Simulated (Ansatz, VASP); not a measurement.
# AlP5 in VASP and in Ansatz

```
Al P
1.0
     7.00860    0.00000    0.00000
     0.00000    7.00860    0.00000
     0.00000    0.00000    2.34154
Al P
1 5
Direct
  0.50000 0.50000 0.00000
  0.76105 0.76105 0.00000
  0.23895 0.23895 0.00000
  0.23895 0.76105 0.00000
  0.76105 0.23895 0.00000
  0.00000 0.00000 0.00000
```

Alike in both runs: functional PBE; k mesh 4 × 4 × 8; occupations gaussian, width 0.1 eV; no spin polarisation.

Ansatz relaxed the structure, and its values are those at the end. VASP's run is a single point on that final structure, the one shown.

```csv
,VASP,Ansatz
version,VASP 6.6.1,Ansatz 0.2.0
potentials or method,"VASP PAW PBE potentials, release 64 (Al, P), cutoff 520 eV","scalar-relativistic, plane waves, PAW"
valence electrons in the cell,28,28
```

Ansatz gave:

- gap on the k mesh at the Fermi level (eV): none
- pressure (GPa): 0.2
- rms of the force components (eV/Å): 0.012

Question: Which values does VASP return?

Answer: gap on the k mesh at the Fermi level (eV): none; pressure (GPa): 0.0; rms of the force components (eV/Å): 0.019.

A gap of «none» marks a metal or a gap that the smearing closes.
